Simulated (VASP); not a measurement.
# Si2Mo (w03) (P6_222) in VASP: relaxation of cell and atoms with PBEsol

Aim: the relaxation of cell and atoms of Si2Mo (w03) with PBEsol.

Everything below comes from runs of VASP 6.6.1. Logs are shortened: lines on timing, memory, paths and dates and some standing lists are left out, and cuts for length are marked.

## 1. The cell of the first run

It takes space group P6_222 (No. 180, hexagonal). Conventional cell: a = 4.585 Å, b = 4.585 Å, c = 6.580 Å, α = 90.00°, β = 90.00°, γ = 120.00°. Si (site symmetry 2) has 9 Si at 2.55 to 3.20 Å and 5 Mo at 2.57 to 2.67 Å within 3.4 Å. Within 3.4 Å of Mo (site symmetry 222) lie 10 Si at 2.57 to 2.67 Å and 4 Mo at 3.17 Å.

## 2. Relaxation of cell and atoms, PBEsol

INCAR reads:

```
ALGO = Normal ; EDIFF = 1E-7
EDIFFG = -0.002 ; ENCUT = 500
GGA = PS ; GGA_COMPAT = F
IBRION = 2 ; ISIF = 3
ISMEAR = 0 ; LASPH = T
LCHARG = F ; LREAL = F
LWAVE = F ; NELM = 120
NELMIN = 4 ; NSW = 100
PREC = Accurate ; SIGMA = 0.3
```

KPOINTS reads:

```
k-points
0
Gamma
  9 9 6
```

POSCAR reads:

```
Si2Mo
1.0
    4.5854715599      0.0000000000      0.0000000000
   -2.2927357800      3.9711348592      0.0000000000
    0.0000000000      0.0000000000      6.5797601000
Si Mo
6 3
Direct
    0.1638729800      0.8361270200      0.8333333300
    0.3277459600      0.1638729800      0.1666666700
    0.8361270200      0.6722540400      0.5000000000
    0.8361270200      0.1638729800      0.8333333300
    0.6722540400      0.8361270200      0.1666666700
    0.1638729800      0.3277459600      0.5000000000
    0.5000000000      0.0000000000      0.5000000000
    0.0000000000      0.5000000000      0.1666666700
    0.5000000000      0.5000000000      0.8333333300
```

Potentials or basis: VASP PAW PBE potentials, release 64 (Si, Mo_sv).

Command:

```console
cat potpaw_PBE.64/Si/POTCAR potpaw_PBE.64/Mo_sv/POTCAR > POTCAR
mpirun -np 1 vasp_std > vasp.out
```

OUTCAR:

```text
EDIFF = 1E-7
   EDIFFG = -0.002
   ENCUT = 500
   GGA = PS
   IBRION = 2
   ISIF = 3
   ISMEAR = 0
   LASPH = T
   LREAL = F
   NELM = 120
   NELMIN = 4
   NSW = 100
   PREC = Accurate

 ion  position               nearest neighbor table
   1  0.164  0.836  0.833-   3 2.55   2 2.55   7 2.57   8 2.57   4 2.60   9 2.64   9 2.64   9 2.67
                             4 2.67   4 2.67   6 3.15   5 3.15
   2  0.328  0.164  0.167-   6 2.55   1 2.55   7 2.57   9 2.57   5 2.60   8 2.64   8 2.64   8 2.67
                             5 2.67   5 2.67   3 3.15   4 3.15
   3  0.836  0.672  0.500-   1 2.55   5 2.55   9 2.57   8 2.57   6 2.60   7 2.64   7 2.64   7 2.67
                             6 2.67   6 2.67   2 3.15   4 3.15
   4  0.836  0.164  0.833-   6 2.55   5 2.55   7 2.57   8 2.57   1 2.60   9 2.64   9 2.64   9 2.67
                             1 2.67   1 2.67   3 3.15   2 3.15
   5  0.672  0.836  0.167-   3 2.55   4 2.55   7 2.57   9 2.57   2 2.60   8 2.64   8 2.64   8 2.67
                             2 2.67   2 2.67   6 3.15   1 3.15
   6  0.164  0.328  0.500-   4 2.55   2 2.55   9 2.57   8 2.57   3 2.60   7 2.64   7 2.64   7 2.67
                             3 2.67   3 2.67   5 3.15   1 3.15
   7  0.500  0.000  0.500-   1 2.57   4 2.57   2 2.57   5 2.57   6 2.64   3 2.64   6 2.64   3 2.64
                             6 2.67   3 2.67   8 3.17   8 3.17   9 3.17   9 3.17
   8  0.000  0.500  0.167-   3 2.57   6 2.57   4 2.57   1 2.57   2 2.64   5 2.64   2 2.64   5 2.64
                             5 2.67   2 2.67   7 3.17   7 3.17   9 3.17   9 3.17
   9  0.500  0.500  0.833-   3 2.57   6 2.57   5 2.57   2 2.57   1 2.64   4 2.64   1 2.64   4 2.64
                             1 2.67   4 2.67   7 3.17   7 3.17   8 3.17   8 3.17

  LATTYP: Found a hexagonal cell.
 ALAT       =     4.5854715599
 C/A-ratio  =     1.4349146024

  Lattice vectors:

 A1 = (   4.5854715599,   0.0000000000,   0.0000000000)
 A2 = (  -2.2927357800,   3.9711348592,   0.0000000000)
 A3 = (   0.0000000000,   0.0000000000,   6.5797601000)

Analysis of symmetry for initial positions (statically):
=====================================================================
 Subroutine PRICEL returns:
 Original cell was already a primitive cell.

 Routine SETGRP: Setting up the symmetry group for a
 hexagonal supercell.

 Subroutine GETGRP returns: Found 12 space group operations
 (whereof  4 operations were pure point group operations)
 out of a pool of 24 trial point group operations.

The static configuration has the point symmetry D_2 .
 The point group associated with its full space group is D_6 .

Analysis of symmetry for dynamics (positions and initial velocities):
=====================================================================
 Subroutine PRICEL returns:
 Original cell was already a primitive cell.

 Routine SETGRP: Setting up the symmetry group for a
 hexagonal supercell.

 Subroutine GETGRP returns: Found 12 space group operations
 (whereof  4 operations were pure point group operations)
 out of a pool of 24 trial point group operations.

The dynamic configuration has the point symmetry D_2 .
 The point group associated with its full space group is D_6 .

 Subroutine INISYM returns: Found 12 space group operations
 (whereof  4 operations are pure point group operations),
 and found     1 'primitive' translations

----------------------------------------------------------------------------------------

                                     Primitive cell

  volume of cell :     119.8143

  direct lattice vectors                    reciprocal lattice vectors
     4.585471560  0.000000000  0.000000000     0.218080079  0.125908592  0.000000000
    -2.292735780  3.971134859  0.000000000     0.000000000  0.251817185  0.000000000
     0.000000000  0.000000000  6.579760100     0.000000000  0.000000000  0.151981225

  length of vectors
     4.585471560  4.585471560  6.579760100     0.251817185  0.251817185  0.151981225

  position of ions in fractional coordinates (direct lattice)
     0.163872980  0.836127020  0.833333330
     0.327745960  0.163872980  0.166666670
     0.836127020  0.672254040  0.500000000
     0.836127020  0.163872980  0.833333330
     0.672254040  0.836127020  0.166666670
     0.163872980  0.327745960  0.500000000
     0.500000000  0.000000000  0.500000000
     1.000000000  0.500000000  0.166666670
     0.500000000  0.500000000  0.833333330

  ion indices of the primitive-cell ions
   primitive index   ion index
                 1           1
                 2           2
                 3           3
                 4           4
                 5           5
                 6           6
                 7           7
                 8           8
                 9           9

----------------------------------------------------------------------------------------

 KPOINTS: k-points

Automatic generation of k-mesh.
 Grid dimensions read from file:
 generate k-points for:    9    9    6

 Generating k-lattice:

  Cartesian coordinates                     Fractional coordinates (reciprocal lattice)
     0.024231120  0.013989844  0.000000000     0.111111111 -0.000000000  0.000000000
     0.000000000  0.027979687  0.000000000     0.000000000  0.111111111  0.000000000
     0.000000000  0.000000000  0.025330204     0.000000000  0.000000000  0.166666667

  Length of vectors
     0.027979687  0.027979687  0.025330204

  Shift w.r.t. Gamma in fractional coordinates (k-lattice)
     0.000000000  0.000000000  0.000000000

 Subroutine IBZKPT returns following result:
 ===========================================

 Found     48 irreducible k-points:

 Following reciprocal coordinates:
            Coordinates               Weight
  0.000000  0.000000  0.000000      1.000000
  0.111111  0.000000  0.000000      6.000000
  0.222222 -0.000000  0.000000      6.000000
  0.333333  0.000000  0.000000      6.000000
  0.444444 -0.000000  0.000000      6.000000
  0.111111  0.111111  0.000000      6.000000
[... 16 lines left out ...]
  0.333333  0.222222  0.166667     24.000000
  0.333333  0.333333  0.166667      4.000000
 [... further k-points ...]
   k-points           NKPTS =     48   k-points in BZ     NKDIM =     48   number of bands    NBANDS=     39
   number of dos      NEDOS =    301   number of ions     NIONS =      9
   total plane-waves  NPLWV =  62208
   dimension x,y,z NGX =    36 NGY =   36 NGZ =   48
   dimension x,y,z NGXF=    72 NGYF=   72 NGZF=   96
   ions per type =               6   3
   NGX,Y,Z   is equivalent  to a cutoff of  13.05, 13.05, 12.13 a.u.
   NGXF,Y,Z  is equivalent  to a cutoff of  26.10, 26.10, 24.26 a.u.
 SYSTEM =  unknown system
   PREC   = accura    normal or accurate (medium, high low for compatibility)
   ISTART =      0    job   : 0-new  1-cont  2-samecut
   ICHARG =      2    charge: 1-file 2-atom 10-const
   ISPIN  =      1    spin polarized calculation?
   LNONCOLLINEAR =      F non collinear calculations
   LSORBIT =      F    spin-orbit coupling
   LASPH  =      T    aspherical Exc in radial PAW
   ENCUT  =  500.0 eV  36.75 Ry    6.06 a.u.   8.36  8.36 12.00*2*pi/ulx,y,z
   NELM   =    120;   NELMIN=  4; NELMDL= -5     # of ELM steps
   EDIFF  = 0.1E-06   stopping-criterion for ELM
   LREAL  =      F    real-space projection
   EDIFFG = -.2E-02   stopping-criterion for IOM
   NSW    =    100    number of steps for IOM
   IBRION =      2    ionic relax: 0-MD 1-quasi-New 2-CG
   NFREE  =      1    steps in history (QN), initial steepest desc. (CG)
   ISIF   =      3    stress and relaxation
   ISYM   =      2    0-nonsym 1-usesym 2-fastsym
   POTIM  = 0.5000    time-step for ionic-motion
   TEBEG  =    0.0;   TEEND  =   0.0 temperature during run
   PSTRESS=    0.0 pullay stress
   NELECT =      66.0000    total number of electrons
   NUPDOWN=      -1.0000    fix difference up-down
   EMIN   =  10.00;   EMAX   =-10.00  energy-range for DOS
   EFERMI =   0.00;   METHOD = LEGACY
   ISMEAR =     0;   SIGMA  =   0.30  broadening in eV -4-tet -1-fermi 0-gaus
   EFERMI_NEDOS =   21; number of points for ismear=-14 and -15
   IALGO  =     38    algorithm
   IMIX   =      4    mixing-type and parameters
     AMIX     =   0.40;   BMIX     =  1.00
     AMIX_MAG =   1.60;   BMIX_MAG =  1.00
  volume/ion in A,a.u.               =      13.31        89.84
  Fermi-wavevector in a.u.,A,eV,Ry     =   1.342002  2.536017 24.503685  1.800970
  Thomas-Fermi vector in A             =   2.470191
   LORBIT       =      0    0 simple, 1 ext, 2 COOP (PROOUT), +10 PAW based schemes
   GGA     = PS    functional components
   LHFCALC =     F    Hartree Fock is set to
   AEXX    =    0.0000 exact exchange contribution
   IVDW    =     0    specifies the selected vdW correction
   LEPSILON=     F    determine dielectric tensor
   LRPA    =     F    only Hartree local field effects (RPA)
 conjugate gradient relaxation of ions
 non-spin polarized calculation
 Gauss-broadening in eV      SIGMA  =   0.30
  energy-cutoff  :      500.00
  volume of cell :      119.81
 maximum number of plane-waves:      3101
 NGX is ok and might be reduce to    36
   NGX = 17   NGY = 17   NGZ = 23

--------------------------------------- Ionic step        1  -------------------------------------------

 number of electron      65.9999993 magnetization

 Free energy of the ion-electron system (eV)
  ---------------------------------------------------
  ext. energy  EPLUGINS =         0.00000000
  ---------------------------------------------------
  free energy    TOTEN  =       -74.99280539 eV

  energy without entropy =      -74.96727051  energy(sigma->0) =      -74.98003795

------------------------ aborting loop because EDIFF is reached ----------------------------------------

  FORCE on cell =-STRESS in cart. coord.  units (eV):
  Direction    XX          YY          ZZ          XY          YZ          ZX
  --------------------------------------------------------------------------------------
  -------------------------------------------------------------------------------------
  Total       -0.7652524     -0.7652524     -0.8846634      0.0000000      0.0000000      0.0000000
  in kB      -10.2330853    -10.2330853    -11.8298693      0.0000000      0.0000000      0.0000000
  external PRESSURE =     -10.7653466 kB  Pullay stress =       0.0000000 kB
[... 200 lines left out ...]
  energy  without entropy=      -74.9702239825  energy(sigma->0) =      -74.98262644

--------------------------------------- Ionic step        6  -------------------------------------------

 number of electron      65.9999993 magnetization

 Free energy of the ion-electron system (eV)
  ---------------------------------------------------
  ext. energy  EPLUGINS =         0.00000000
  ---------------------------------------------------
  free energy    TOTEN  =       -74.99503953 eV

  energy without entropy =      -74.97027690  energy(sigma->0) =      -74.98265822

 E-fermi :  12.9060     XC(G=0): -12.5663

 val. band max:       12.8431232976   @ k =   0.4444  -0.0000   0.5000
 cond. band min:      13.0133926187   @ k =   0.4444  -0.0000   0.0000
 fundamental gap:      0.1702693211
 Fermi energy:        12.9059861613

 k-point     1 :       0.0000    0.0000    0.0000
  band No.  band energies     occupation
      1     -48.1396      2.00000
      2     -48.1082      2.00000
      3     -48.1082      2.00000
      4     -22.4197      2.00000
      5     -22.4169      2.00000
      6     -22.4169      2.00000
[... 997 lines left out ...]
     38      14.7623      0.00000
     39      14.7853      0.00000

 [... further k-points ...]

------------------------ aborting loop because EDIFF is reached ----------------------------------------

  FORCE on cell =-STRESS in cart. coord.  units (eV):
  Direction    XX          YY          ZZ          XY          YZ          ZX
  --------------------------------------------------------------------------------------
  -------------------------------------------------------------------------------------
  Total       -0.0149937     -0.0149937     -0.0085521      0.0000000     -0.0000000     -0.0000000
  in kB       -0.2014716     -0.2014716     -0.1149151      0.0000000     -0.0000000     -0.0000000
  external PRESSURE =      -0.1726195 kB  Pullay stress =       0.0000000 kB
[... 24 lines left out ...]
  FREE ENERGIE OF THE ION-ELECTRON SYSTEM (eV)
  ---------------------------------------------------
  free  energy   TOTEN  =       -74.9950395314 eV

  energy  without entropy=      -74.9702769005  energy(sigma->0) =      -74.98265822

 reached required accuracy - stopping structural energy minimisation
```

It took 15 min on 1 thread of Intel Xeon 6975P-C, shared host; peak memory 0.35 GiB.

What came out:

* Free energy: -74.9950 eV
* Relaxed volume: 13.25 Å³/atom
* Relaxed cell: a = 4.578 Å, b = 4.578 Å, c = 6.569 Å, α = 90.00°, β = 90.00°, γ = 120.00°
* Space group after relaxing (to 0.05 Å): P6_222 (No. 180)
* Energy gained by relaxing: 0.2 meV/atom
* Ionic steps: 6
* Pressure after relaxing: 0.0 GPa
* Band gap on the k mesh: 0.17 eV, indirect (least direct gap 0.59 eV)

The path:
| step | energy change (eV) | largest force (eV/Å) | pressure (GPa) | volume (Å³) |
| --- | --- | --- | --- | --- |
| 1 | 0.0000 | 0.0352 | -1.08 | 119.81 |
| 2 | 0.0032 | 0.0019 | 1.82 | 118.27 |
| 3 | -0.0021 | 0.0225 | 0.03 | 119.21 |
| 4 | -0.0021 | 0.0227 | 0.01 | 119.22 |
| 5 | -0.0022 | 0.0070 | -0.01 | 119.23 |
| 6 | -0.0022 | 0.0002 | -0.02 | 119.24 |

Final structure:
```cif
data_structure
_symmetry_space_group_name_H-M 'P 1'
_symmetry_Int_Tables_number 1
_cell_length_a 4.5783
_cell_length_b 4.5783
_cell_length_c 6.5685
_cell_angle_alpha 90.000
_cell_angle_beta 90.000
_cell_angle_gamma 120.000
_cell_volume 119.24
loop_
_atom_site_label
_atom_site_type_symbol
_atom_site_fract_x
_atom_site_fract_y
_atom_site_fract_z
_atom_site_occupancy
Si1 Si 0.16413 0.83587 0.83333 1
Si2 Si 0.32826 0.16413 0.16667 1
Si3 Si 0.83587 0.67174 0.50000 1
Si4 Si 0.83587 0.16413 0.83333 1
Si5 Si 0.67174 0.83587 0.16667 1
Si6 Si 0.16413 0.32826 0.50000 1
Mo1 Mo 0.50000 0.00000 0.50000 1
Mo2 Mo 0.00000 0.50000 0.16667 1
Mo3 Mo 0.50000 0.50000 0.83333 1
```

Caveat: the PAW data sets were made with another functional, which shifts forces and pressure a little. A k mesh can miss the band edges.
